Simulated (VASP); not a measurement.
# P (Fm-3m) in VASP: single point with LDA

Aim: the single point of P with LDA.

All numbers are computed with VASP 6.6.1; they aren't measurements. Logs are shortened: lines on timing, memory, paths and dates and some standing lists are left out, and cuts for length are marked.

### 1 The cell of the first run

The structure is cubic, space group Fm-3m (No. 225). Conventional cell: a = 3.828 Å, b = 3.828 Å, c = 3.828 Å, α = 90.00°, β = 90.00°, γ = 90.00°. Within 3.6 Å of P (site symmetry m-3m) lie 12 P at 2.71 Å.

### 2 Single point, LDA

INCAR reads:

```
ALGO = Normal
EDIFF = 1E-6
ENCUT = 520
GGA = CA
ISIF = 2
ISMEAR = -1
LASPH = T
LCHARG = F
LREAL = F
LWAVE = F
NBANDS = 8
NELM = 100
PREC = Accurate
SIGMA = 0.13605693000000002
```

KPOINTS reads:

```
k-points
0
Gamma
  15 15 15
```

POSCAR reads:

```
P
1.0
    0.0000000000      1.9138416690      1.9138416690
    1.9138416690      0.0000000000      1.9138416690
    1.9138416690      1.9138416690      0.0000000000
P
1
Direct
    0.0000000000      0.0000000000      0.0000000000
```

Potentials or basis: VASP PAW LDA potentials, release 64 (P).

Started as:

```
cat potpaw_LDA.64/P/POTCAR > POTCAR
mpirun -np 1 vasp_std > vasp.out
```

OUTCAR:

```text
EDIFF = 1E-6
   ENCUT = 520
   GGA = CA
   ISIF = 2
   ISMEAR = -1
   LASPH = T
   LREAL = F
   NELM = 100
   PREC = Accurate

 ion  position               nearest neighbor table
   1  0.000  0.000  0.000-

  LATTYP: Found a face centered cubic cell.
 ALAT       =     3.8276833380

  Lattice vectors:

 A1 = (   0.0000000000,   1.9138416690,   1.9138416690)
 A2 = (   1.9138416690,   0.0000000000,   1.9138416690)
 A3 = (   1.9138416690,   1.9138416690,   0.0000000000)

Analysis of symmetry for initial positions (statically):
=====================================================================
 Subroutine PRICEL returns:
 Original cell was already a primitive cell.

 Routine SETGRP: Setting up the symmetry group for a
 face centered cubic supercell.

 Subroutine GETGRP returns: Found 48 space group operations
[... 9 lines left out ...]

 Routine SETGRP: Setting up the symmetry group for a
 face centered cubic supercell.

 Subroutine GETGRP returns: Found 48 space group operations
[... 11 lines left out ...]
                                     Primitive cell

  volume of cell :      14.0200

  direct lattice vectors                    reciprocal lattice vectors
     0.000000000  1.913841669  1.913841669    -0.261254632  0.261254632  0.261254632
     1.913841669  0.000000000  1.913841669     0.261254632 -0.261254632  0.261254632
     1.913841669  1.913841669  0.000000000     0.261254632  0.261254632 -0.261254632

  length of vectors
     2.706580845  2.706580845  2.706580845     0.452506295  0.452506295  0.452506295

  position of ions in fractional coordinates (direct lattice)
     0.000000000  0.000000000  0.000000000

  ion indices of the primitive-cell ions
   primitive index   ion index
                 1           1

----------------------------------------------------------------------------------------

 KPOINTS: k-points

Automatic generation of k-mesh.
 Grid dimensions read from file:
 generate k-points for:   15   15   15

 Generating k-lattice:

  Cartesian coordinates                     Fractional coordinates (reciprocal lattice)
    -0.017416975  0.017416975  0.017416975     0.066666667  0.000000000  0.000000000
     0.017416975 -0.017416975  0.017416975     0.000000000  0.066666667  0.000000000
     0.017416975  0.017416975 -0.017416975     0.000000000  0.000000000  0.066666667

  Length of vectors
     0.030167086  0.030167086  0.030167086

  Shift w.r.t. Gamma in fractional coordinates (k-lattice)
     0.000000000  0.000000000  0.000000000

 Subroutine IBZKPT returns following result:
 ===========================================

 Found    120 irreducible k-points:

 Following reciprocal coordinates:
            Coordinates               Weight
  0.000000  0.000000  0.000000      1.000000
  0.066667  0.000000  0.000000      8.000000
  0.133333  0.000000  0.000000      8.000000
  0.200000  0.000000  0.000000      8.000000
  0.266667  0.000000  0.000000      8.000000
  0.333333  0.000000  0.000000      8.000000
[... 16 lines left out ...]
  0.133333  0.133333  0.000000      6.000000
  0.200000  0.133333  0.000000     24.000000
 [... further k-points ...]
   k-points           NKPTS =    120   k-points in BZ     NKDIM =    120   number of bands    NBANDS=      8
   number of dos      NEDOS =    301   number of ions     NIONS =      1
   total plane-waves  NPLWV =   8000
   dimension x,y,z NGX =    20 NGY =   20 NGZ =   20
   dimension x,y,z NGXF=    40 NGYF=   40 NGZF=   40
   ions per type =               1
   NGX,Y,Z   is equivalent  to a cutoff of  12.28, 12.28, 12.28 a.u.
   NGXF,Y,Z  is equivalent  to a cutoff of  24.57, 24.57, 24.57 a.u.
 SYSTEM =  unknown system
   PREC   = accura    normal or accurate (medium, high low for compatibility)
   ISTART =      0    job   : 0-new  1-cont  2-samecut
   ICHARG =      2    charge: 1-file 2-atom 10-const
   ISPIN  =      1    spin polarized calculation?
   LNONCOLLINEAR =      F non collinear calculations
   LSORBIT =      F    spin-orbit coupling
   LASPH  =      T    aspherical Exc in radial PAW
   ENCUT  =  520.0 eV  38.22 Ry    6.18 a.u.   5.03  5.03  5.03*2*pi/ulx,y,z
   NELM   =    100;   NELMIN=  2; NELMDL= -5     # of ELM steps
   EDIFF  = 0.1E-05   stopping-criterion for ELM
   LREAL  =      F    real-space projection
   EDIFFG = 0.1E-04   stopping-criterion for IOM
   NSW    =      0    number of steps for IOM
   IBRION =     -1    ionic relax: 0-MD 1-quasi-New 2-CG
   NFREE  =      0    steps in history (QN), initial steepest desc. (CG)
   ISIF   =      2    stress and relaxation
   ISYM   =      2    0-nonsym 1-usesym 2-fastsym
   POTIM  = 0.5000    time-step for ionic-motion
   TEBEG  =    0.0;   TEEND  =   0.0 temperature during run
   PSTRESS=    0.0 pullay stress
   NELECT =       5.0000    total number of electrons
   NUPDOWN=      -1.0000    fix difference up-down
   EMIN   =  10.00;   EMAX   =-10.00  energy-range for DOS
   EFERMI =   0.00;   METHOD = LEGACY
   ISMEAR =    -1;   SIGMA  =   0.14  broadening in eV -4-tet -1-fermi 0-gaus
   EFERMI_NEDOS =   21; number of points for ismear=-14 and -15
   IALGO  =     38    algorithm
   IMIX   =      4    mixing-type and parameters
     AMIX     =   0.40;   BMIX     =  1.00
     AMIX_MAG =   1.60;   BMIX_MAG =  1.00
  volume/ion in A,a.u.               =      14.02        94.61
  Fermi-wavevector in a.u.,A,eV,Ry     =   1.160955  2.193887 18.338166  1.347817
  Thomas-Fermi vector in A             =   2.297532
   LORBIT       =      0    0 simple, 1 ext, 2 COOP (PROOUT), +10 PAW based schemes
   GGA     = CA    functional components
   LHFCALC =     F    Hartree Fock is set to
   AEXX    =    0.0000 exact exchange contribution
   IVDW    =     0    specifies the selected vdW correction
   LEPSILON=     F    determine dielectric tensor
   LRPA    =     F    only Hartree local field effects (RPA)
 non-spin polarized calculation
  energy-cutoff  :      520.00
  volume of cell :       14.02
 maximum number of plane-waves:       388
   NGX =  9   NGY =  9   NGZ =  9

 number of electron       4.9999999 magnetization

 Free energy of the ion-electron system (eV)
  ---------------------------------------------------
  ext. energy  EPLUGINS =         0.00000000
  ---------------------------------------------------
  free energy    TOTEN  =        -5.31917924 eV

  energy without entropy =       -5.28674428  energy(sigma->0) =       -5.30296176

 E-fermi :  10.2806     XC(G=0): -11.7048

 val. band max:       10.2716086376   @ k =  -0.4000   0.4667   0.0667
 cond. band min:      10.3411516516   @ k =   0.4667   0.2667   0.0667
 fundamental gap:      0.0695430140
 Fermi energy:        10.2806476634

 k-point     1 :       0.0000    0.0000    0.0000
  band No.  band energies     occupation
      1      -6.3990      2.00000
      2      17.2968      0.00000
      3      17.2968      0.00000
      4      17.2968      0.00000
      5      21.7941      0.00000
      6      21.7941      0.00000
      7      21.7941      0.00000
      8      28.1980      0.00000

 k-point     2 :       0.0667    0.0000    0.0000
  band No.  band energies     occupation
      1      -6.2715      2.00000
      2      16.2156      0.00000
      3      17.0982      0.00000
      4      17.0982      0.00000
      5      21.9183      0.00000
      6      22.1223      0.00000
      7      22.1223      0.00000
      8      27.7262      0.00000

 k-point     3 :       0.1333    0.0000    0.0000
  band No.  band energies     occupation
      1      -5.8896      2.00000
      2      13.9234      0.00000
      3      16.6559      0.00000
      4      16.6559      0.00000
      5      21.9050      0.00000
      6      22.8230      0.00000
      7      22.8230      0.00000
      8      26.8844      0.00000

 k-point     4 :       0.2000    0.0000    0.0000
  band No.  band energies     occupation
      1      -5.2562      2.00000
      2      11.3286      0.00090
      3      16.1856      0.00000
      4      16.1856      0.00000
      5      21.7120      0.00000
      6      23.1129      0.00000
      7      23.1129      0.00000
      8      26.7672      0.00000

 k-point     5 :       0.2667    0.0000    0.0000
  band No.  band energies     occupation
      1      -4.3767      2.00000
      2       8.7498      1.99997
      3      15.7932      0.00000
      4      15.7932      0.00000
      5      21.4958      0.00000
      6      22.5660      0.00000
      7      22.5660      0.00000
      8      27.9057      0.00000

 k-point     6 :       0.3333    0.0000    0.0000
  band No.  band energies     occupation
      1      -3.2634      2.00000
      2       6.3126      2.00000
      3      15.5114      0.00000
      4      15.5114      0.00000
      5      21.3349      0.00000
      6      21.8038      0.00000
      7      21.8038      0.00000
      8      27.8134      0.00000

 k-point     7 :       0.4000    0.0000    0.0000
  band No.  band energies     occupation
      1      -1.9512      2.00000
      2       4.1002      2.00000
      3      15.3385      0.00000
      4      15.3385      0.00000
      5      21.1967      0.00000
      6      21.1967      0.00000
      7      21.2456      0.00000
      8      27.0707      0.00000

 k-point     8 :       0.4667    0.0000    0.0000
  band No.  band energies     occupation
      1      -0.6297      2.00000
      2       2.3242      2.00000
      3      15.2588      0.00000
      4      15.2588      0.00000
      5      20.8698      0.00000
      6      20.8698      0.00000
      7      21.2114      0.00000
      8      26.6737      0.00000

 k-point     9 :       0.0667    0.0667    0.0000
  band No.  band energies     occupation
      1      -6.2290      2.00000
      2      16.5661      0.00000
      3      16.5661      0.00000
      4      16.8606      0.00000
      5      21.0009      0.00000
      6      22.7216      0.00000
      7      22.7216      0.00000
      8      26.7279      0.00000

 k-point    10 :       0.1333    0.0667    0.0000
  band No.  band energies     occupation
      1      -5.9319      2.00000
      2      14.7675      0.00000
      3      15.9446      0.00000
      4      16.7536      0.00000
      5      20.8179      0.00000
      6      23.3090      0.00000
      7      23.6030      0.00000
      8      25.4245      0.00000
[... 78 lines left out ...]
 k-point    18 :      -0.3333    0.0667    0.0000
  band No.  band energies     occupation
      1      -2.7340      2.00000
      2       5.6481      2.00000
      3      14.0559      0.00000
      4      15.7240      0.00000
      5      21.5050      0.00000
      6      21.5167      0.00000
      7      21.9790      0.00000
      8      28.4432      0.00000

 k-point    19 :      -0.2667    0.0667    0.0000
  band No.  band energies     occupation
      1      -3.9190      2.00000
      2       8.0151      2.00000
      3      14.1922      0.00000
      4      16.1843      0.00000
      5      21.9959      0.00000
      6      22.0569      0.00000
      7      22.4682      0.00000
      8      27.1639      0.00000

 k-point    20 :      -0.2000    0.0667    0.0000
  band No.  band energies     occupation
      1      -4.8776      2.00000
      2      10.5468      0.24780
      3      14.5056      0.00000
      4      16.6609      0.00000
      5      22.0976      0.00000
      6      22.6573      0.00000
      7      23.3404      0.00000
      8      25.7183      0.00000

 k-point    21 :      -0.1333    0.0667    0.0000
  band No.  band energies     occupation
      1      -5.5934      2.00000
      2      13.1309      0.00000
      3      14.9952      0.00000
      4      17.0851      0.00000
      5      22.0966      0.00000
      6      22.6186      0.00000
      7      23.6540      0.00000
      8      25.5476      0.00000

 k-point    22 :      -0.0667    0.0667    0.0000
  band No.  band energies     occupation
      1      -6.0592      2.00000
      2      15.3803      0.00000
      3      15.7659      0.00000
      4      17.2944      0.00000
      5      21.9142      0.00000
      6      22.1262      0.00000
      7      23.1206      0.00000
      8      26.5495      0.00000

 k-point    23 :       0.1333    0.1333    0.0000
  band No.  band energies     occupation
      1      -5.7197      2.00000
      2      15.2088      0.00000
      3      15.2088      0.00000
      4      15.6982      0.00000
      5      19.4626      0.00000
      6      23.7332      0.00000
      7      24.6498      0.00000
      8      24.6498      0.00000

 k-point    24 :       0.2000    0.1333    0.0000
  band No.  band energies     occupation
      1      -5.2546      2.00000
      2      13.2652      0.00000
      3      14.5807      0.00000
      4      15.4749      0.00000
      5      19.3004      0.00000
      6      22.4050      0.00000
      7      25.3657      0.00000
      8      25.5390      0.00000

 [... further k-points ...]
[... 5 lines left out ...]
  --------------------------------------------------------------------------------------
  -------------------------------------------------------------------------------------
  Total       -0.0712092     -0.0712092     -0.0712092      0.0000000     -0.0000000     -0.0000000
  in kB       -8.1376404     -8.1376404     -8.1376404      0.0000000     -0.0000000     -0.0000000
  external PRESSURE =      -8.1376404 kB  Pullay stress =       0.0000000 kB

 VOLUME and BASIS-vectors are now :
 -----------------------------------------------------------------------------
  energy-cutoff  :      520.00
  volume of cell :       14.02
      direct lattice vectors                 reciprocal lattice vectors
     0.000000000  1.913841669  1.913841669    -0.261254632  0.261254632  0.261254632
     1.913841669  0.000000000  1.913841669     0.261254632 -0.261254632  0.261254632
     1.913841669  1.913841669  0.000000000     0.261254632  0.261254632 -0.261254632

 POSITION                                       TOTAL-FORCE (eV/Angst)
 -----------------------------------------------------------------------------------
      0.00000      0.00000      0.00000         0.000000      0.000000      0.000000
 -----------------------------------------------------------------------------------
    total drift:                               -0.000000      0.000000     -0.000000

  FREE ENERGIE OF THE ION-ELECTRON SYSTEM (eV)
  ---------------------------------------------------
  free  energy   TOTEN  =        -5.3191792385 eV

  energy  without entropy=       -5.2867442817  energy(sigma->0) =       -5.30296176
```

Run time: 6.6 s. Hardware: 1 thread of AMD EPYC 7R43 (Zen 3), shared host; peak memory 0.08 GiB.

What came out:

* Free energy: -5.3192 eV
* Pressure: -0.8 GPa

Levels at points of the mesh, in eV from the Fermi level:
```
           k point  band 1  band 2  band 3  band 4  band 5  band 6
(0.00, 0.00, 0.00)  -16.68    7.02    7.02    7.02   11.51   11.51
```
